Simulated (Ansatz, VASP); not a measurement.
One calculation of Ti, two programs

```
Ti
1.0
     2.86150    0.00000    0.00000
    -1.43075    2.47813    0.00000
     0.00000    0.00000    4.68600
Ti
2
Cartesian
  0.0000 1.6521 1.1715
  1.4307 0.8260 3.5145
```

Change from the starting cell: equal xx and yy strain of -3 %, crystal datasets.

Alike in both runs: task electric field gradients; functional PBE; k mesh 13 × 13 × 7; occupations fermi-dirac, width 0.08 eV; no spin polarisation.

|  | VASP | Ansatz |
| --- | --- | --- |
| version | VASP 6.6.1 | Ansatz 0.2.0 |
| potentials or method | VASP PAW PBE potentials, release 64 (Ti_sv), cutoff 520 eV | all-electron PAW with datasets made for the crystal, scalar-relativistic |

|  | VASP | Ansatz | Ansatz less VASP |
| --- | --- | --- | --- |
| pressure (GPa) | 5.2 | 5.6 | +0.36 |
| traceless stress, the component that is largest in VASP (GPa) | -2.54 | -2.56 | -0.014 |
| size of Vzz on the site where it differs most (V/Å²) | 11.8 | 13.3 | +1.44 |

Ansatz ran all-electron here, and VASP with PAW potentials.
